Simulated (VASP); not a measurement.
# Ta4N5 (I4/m) in VASP: single point with PBEsol

Aim: the single point of Ta4N5 with PBEsol.

All numbers are computed with VASP 6.6.1; they aren't measurements. Logs are shortened: lines on timing, memory, paths and dates and some standing lists are left out, and cuts for length are marked.

## 1. The cell of the first run

Symmetry: I4/m, No. 87, tetragonal system. The conventional cell has a = 6.826 Å, b = 6.826 Å, c = 4.254 Å, α = 90.00°, β = 90.00°, γ = 90.00°. Within 2.7 Å of Ta (site symmetry m) lie 6 N at 2.07 to 2.21 Å. Within 2.7 Å of N (site symmetry 4/m) lie 4 Ta at 2.07 Å. N (site symmetry m) has 5 Ta at 2.13 to 2.21 Å within 2.8 Å.

## 2. Single point, PBEsol

Contents of POSCAR:

```
Ta4N5
1.0
   -3.4127997732      3.4127997732      2.1268887579
    3.4127997732     -3.4127997732      2.1268887579
    3.4127997732      3.4127997732     -2.1268887579
Ta N
4 5
Direct
    0.7843847855      0.6048724996      0.3892572851
    0.3951275004      0.7843847855      0.1795122859
    0.6048724996      0.2156152145      0.8204877141
    0.2156152145      0.3951275004      0.6107427149
    0.5000000000      0.5000000000      0.0000000000
    0.9081725663      0.3059167656      0.2140893319
    0.6940832344      0.9081725663      0.6022558007
    0.3059167656      0.0918274337      0.3977441993
    0.0918274337      0.6940832344      0.7859106681
```

Contents of INCAR.step1:

```
SYSTEM = Ta4N5
ALGO = Normal ; EDIFF = 1E-6
ENCUT = 520 ; GGA = PS
GGA_COMPAT = .FALSE. ; ISIF = 2
ISMEAR = 0 ; LASPH = .TRUE.
LCHARG = .TRUE. ; LMAXMIX = 4
LORBIT = 11 ; LREAL = .FALSE.
LWAVE = .FALSE. ; NBANDS = 44
NEDOS = 2001 ; NELM = 120
PREC = Accurate ; SIGMA = 0.1
```

Contents of KPOINTS.step1:

```
k-points
0
G
  10 10 10
  0 0 0
```

Contents of INCAR.step2:

```
SYSTEM = Ta4N5
ALGO = Normal ; EDIFF = 1E-6
ENCUT = 520 ; GGA = PS
GGA_COMPAT = .FALSE. ; ICHARG = 11
ISIF = 2 ; ISMEAR = -5
LASPH = .TRUE. ; LCHARG = .FALSE.
LMAXMIX = 4 ; LORBIT = 11
LREAL = .FALSE. ; LWAVE = .FALSE.
NEDOS = 1001 ; NELM = 120
PREC = Accurate ; SIGMA = 0.1
```

Contents of KPOINTS.step2:

```
k-points
0
G
  15 15 15
  0 0 0
```

Potentials or basis: VASP PAW PBE potentials, release 64 (Ta_pv, N).

The run is started by

```bash
> cat potpaw_PBE.64/Ta_pv/POTCAR potpaw_PBE.64/N/POTCAR > POTCAR
> cp INCAR.step1 INCAR
> cp KPOINTS.step1 KPOINTS
> mpirun -np 1 vasp_std > vasp.out
> cp INCAR.step2 INCAR
> cp KPOINTS.step2 KPOINTS
> mpirun -np 1 vasp_std > vasp.out
```

OUTCAR:

```text
SYSTEM = Ta4N5
   EDIFF = 1E-6
   ENCUT = 520
   GGA = PS
   ICHARG = 11
   ISIF = 2
   ISMEAR = -5
   LASPH = .TRUE.
   LORBIT = 11
   LREAL = .FALSE.
   NELM = 120
   PREC = Accurate

 ion  position               nearest neighbor table
   1  0.784  0.605  0.389-   5 2.07   8 2.13   8 2.13   7 2.16   9 2.19   6 2.21   3 2.93   2 2.93
                             4 2.94   4 2.94   3 3.14   3 3.14   2 3.14   2 3.14   4 3.27
   2  0.395  0.784  0.180-   5 2.07   6 2.13   6 2.13   9 2.16   8 2.19   7 2.21   1 2.93   4 2.93
                             3 2.94   3 2.94   4 3.14   1 3.14   4 3.14   1 3.14   3 3.27
   3  0.605  0.216  0.820-   5 2.07   9 2.13   9 2.13   6 2.16   7 2.19   8 2.21   1 2.93   4 2.93
                             2 2.94   2 2.94   4 3.14   1 3.14   1 3.14   4 3.14   2 3.27
   4  0.216  0.395  0.611-   5 2.07   7 2.13   7 2.13   8 2.16   6 2.19   9 2.21   3 2.93   2 2.93
                             1 2.94   1 2.94   3 3.14   2 3.14   2 3.14   3 3.14   1 3.27
   5  0.500  0.500  0.000-   1 2.07   2 2.07   3 2.07   4 2.07
   6  0.908  0.306  0.214-   2 2.13   2 2.13   3 2.16   4 2.19   1 2.21
   7  0.694  0.908  0.602-   4 2.13   4 2.13   1 2.16   3 2.19   2 2.21
   8  0.306  0.092  0.398-   1 2.13   1 2.13   4 2.16   2 2.19   3 2.21
   9  0.092  0.694  0.786-   3 2.13   3 2.13   2 2.16   1 2.19   4 2.21

  LATTYP: Found a body centered tetragonal cell.
 ALAT       =     6.8255995464
 C/A-ratio  =     0.6232093587

  Lattice vectors:

 A1 = (  -3.4127997732,   3.4127997732,   2.1268887579)
 A2 = (   3.4127997732,  -3.4127997732,   2.1268887579)
 A3 = (   3.4127997732,   3.4127997732,  -2.1268887579)

Analysis of symmetry for initial positions (statically):
=====================================================================
 Subroutine PRICEL returns:
 Original cell was already a primitive cell.

 Routine SETGRP: Setting up the symmetry group for a
 body centered tetragonal supercell.

 Subroutine GETGRP returns: Found  8 space group operations
 (whereof  8 operations were pure point group operations)
 out of a pool of 16 trial point group operations.

The static configuration has the point symmetry C_4h.

Analysis of symmetry for dynamics (positions and initial velocities):
=====================================================================
 Subroutine PRICEL returns:
 Original cell was already a primitive cell.

 Routine SETGRP: Setting up the symmetry group for a
 body centered tetragonal supercell.

 Subroutine GETGRP returns: Found  8 space group operations
 (whereof  8 operations were pure point group operations)
 out of a pool of 16 trial point group operations.

The dynamic configuration has the point symmetry C_4h.
[... 138 lines left out ...]
  Thomas-Fermi vector in A             =   2.568592
   LORBIT       =     11    0 simple, 1 ext, 2 COOP (PROOUT), +10 PAW based schemes
   GGA     = PS    functional components
   LHFCALC =     F    Hartree Fock is set to
   AEXX    =    0.0000 exact exchange contribution
   IVDW    =     0    specifies the selected vdW correction
   LEPSILON=     F    determine dielectric tensor
   LRPA    =     F    only Hartree local field effects (RPA)
 non-spin polarized calculation
 Fermi weights with tetrahedron method with Bloechl corrections
  energy-cutoff  :      520.00
  volume of cell :       99.09
 maximum number of plane-waves:      2700

 number of electron      68.9999996 magnetization

 Free energy of the ion-electron system (eV)
  ---------------------------------------------------
  ext. energy  EPLUGINS =         0.00000000
  ---------------------------------------------------
  free energy    TOTEN  =      -104.44406661 eV

  energy without entropy =     -104.44406661  energy(sigma->0) =     -104.44406661

 E-fermi :   7.6452     XC(G=0): -12.9113

 val. band max:        7.6539268499   @ k =  -0.2667  -0.4000   0.1333
 cond. band min:       7.6012309859   @ k =  -0.0667  -0.2667  -0.0667
 fundamental gap:     -0.0526958641
 Fermi energy:         7.6451971358

 k-point     1 :       0.0000    0.0000    0.0000
  band No.  band energies     occupation
      1     -28.4047      2.00000
      2     -28.3968      2.00000
      3     -28.2505      2.00000
      4     -28.2504      2.00000
      5     -28.2422      2.00000
      6     -28.2420      2.00000
[... 1045 lines left out ...]
     40      10.3809      0.00000
     41      10.5733      0.00000

 [... further k-points ...]

------------------------ aborting loop because EDIFF is reached ----------------------------------------

  FORCE on cell =-STRESS in cart. coord.  units (eV):
  Direction    XX          YY          ZZ          XY          YZ          ZX
  --------------------------------------------------------------------------------------
  -------------------------------------------------------------------------------------
  Total        0.3094898      0.3094898      0.9544425      0.0000003      0.0000000      0.0000000
  in kB        5.0041522      5.0041522     15.4324178      0.0000056      0.0000000      0.0000000
  external PRESSURE =       8.4802407 kB  Pullay stress =       0.0000000 kB

 VOLUME and BASIS-vectors are now :
 -----------------------------------------------------------------------------
  energy-cutoff  :      520.00
  volume of cell :       99.09
      direct lattice vectors                 reciprocal lattice vectors
    -3.412799773  3.412799773  2.126888758     0.000000000  0.146507276  0.235085168
     3.412799773 -3.412799773  2.126888758     0.146507276  0.000000000  0.235085168
     3.412799773  3.412799773 -2.126888758     0.146507276  0.146507276  0.000000000

 POSITION                                       TOTAL-FORCE (eV/Angst)
 -----------------------------------------------------------------------------------
      0.71582      1.94110      2.12689        -0.003907      0.004845      0.000000
      1.94110     -0.71582      2.12689         0.004845      0.003907      0.000000
      1.47170      4.12862      0.00000        -0.004845     -0.003907      0.000000
      2.69698      1.47170      0.00000         0.003907     -0.004845     -0.000000
      0.00000      0.00000      2.12689         0.000000      0.000000      0.000000
     -1.32473      2.78602      2.12689         0.009067      0.038047      0.000000
      2.78602      1.32473      2.12689         0.038047     -0.009067     -0.000000
      0.62678      2.08807      0.00000        -0.038047      0.009067      0.000000
      4.73753      0.62678     -0.00000        -0.009067     -0.038047      0.000000
 -----------------------------------------------------------------------------------
    total drift:                               -0.000000     -0.000000      0.000000

  FREE ENERGIE OF THE ION-ELECTRON SYSTEM (eV)
  ---------------------------------------------------
  free  energy   TOTEN  =      -104.4440666138 eV

  energy  without entropy=     -104.4440666138  energy(sigma->0) =     -104.44406661

 total charge

# of ion       s       p       d       tot
------------------------------------------
    1        0.308   6.283   2.402   8.993
    2        0.308   6.283   2.402   8.993
    3        0.308   6.283   2.402   8.993
    4        0.308   6.283   2.402   8.993
    5        1.250   2.510   0.000   3.760
    6        1.235   2.518   0.000   3.753
    7        1.235   2.518   0.000   3.753
    8        1.235   2.518   0.000   3.753
    9        1.235   2.518   0.000   3.753
--------------------------------------------------
tot          7.423  37.716   9.608  54.747
```

OUTCAR.step1:

```text
SYSTEM = Ta4N5
   EDIFF = 1E-6
   ENCUT = 520
   GGA = PS
   ISIF = 2
   ISMEAR = 0
   LASPH = .TRUE.
   LORBIT = 11
   LREAL = .FALSE.
   NELM = 120
   PREC = Accurate

[... 1385 lines left out ...]
  free  energy   TOTEN  =      -104.4481451158 eV

  energy  without entropy=     -104.4401954561  energy(sigma->0) =     -104.44417029

 total charge

# of ion       s       p       d       tot
------------------------------------------
    1        0.308   6.283   2.403   8.994
    2        0.308   6.283   2.403   8.994
    3        0.308   6.283   2.403   8.994
    4        0.308   6.283   2.403   8.994
    5        1.250   2.510   0.000   3.760
    6        1.235   2.517   0.000   3.752
    7        1.235   2.517   0.000   3.752
    8        1.235   2.517   0.000   3.752
    9        1.235   2.517   0.000   3.752
--------------------------------------------------
tot          7.424  37.711   9.612  54.747
```

OSZICAR.step1:

```text
N       E                     dE             d eps       ncg     rms          rms(c)
DAV:   1     0.667032787652E+03    0.66703E+03   -0.37897E+04 12872   0.164E+03
DAV:   2    -0.684780416520E+02   -0.73551E+03   -0.71359E+03 14624   0.483E+02
DAV:   3    -0.117650914814E+03   -0.49173E+02   -0.48506E+02 15460   0.118E+02
DAV:   4    -0.118740146032E+03   -0.10892E+01   -0.10832E+01 15768   0.177E+01
DAV:   5    -0.118760433869E+03   -0.20288E-01   -0.20258E-01 15524   0.219E+00    0.556E+01
DAV:   6    -0.105003888494E+03    0.13757E+02   -0.76507E+01 15436   0.406E+01    0.240E+01
DAV:   7    -0.104582808950E+03    0.42108E+00   -0.38356E+00 15456   0.916E+00    0.138E+01
DAV:   8    -0.104459690511E+03    0.12312E+00   -0.40121E-01 14520   0.371E+00    0.103E+00
DAV:   9    -0.104448386287E+03    0.11304E-01   -0.54856E-02 16152   0.102E+00    0.358E-01
DAV:  10    -0.104448153823E+03    0.23246E-03   -0.42141E-03 16140   0.435E-01    0.847E-02
DAV:  11    -0.104448133517E+03    0.20306E-04   -0.94286E-04 15512   0.156E-01    0.414E-02
DAV:  12    -0.104448140014E+03   -0.64970E-05   -0.18818E-04 15080   0.645E-02    0.198E-02
DAV:  13    -0.104448141617E+03   -0.16028E-05   -0.15193E-05 14464   0.219E-02    0.802E-03
DAV:  14    -0.104448144862E+03   -0.32451E-05   -0.54900E-06 12916   0.116E-02    0.222E-03
DAV:  15    -0.104448145116E+03   -0.25361E-06   -0.60361E-07  8072   0.439E-03
   1 F= -.10444815E+03 E0= -.10444417E+03  d E =-.794966E-02
```

It took 12 min on 1 thread of Intel Xeon 6975P-C (Granite Rapids), shared host; peak memory 1.3 GiB.

What came out:

| Quantity | Value |
| --- | --- |
| Valence electrons inside the program's atomic spheres | Ta 8.99; N 3.76, 3.75 (each value once) |

Caveat: the PAW data sets were made with another functional, which shifts forces and pressure a little; spin-orbit coupling is left out, which moves the levels of the heavy elements; tetrahedron occupations give inexact forces and stress in metals.
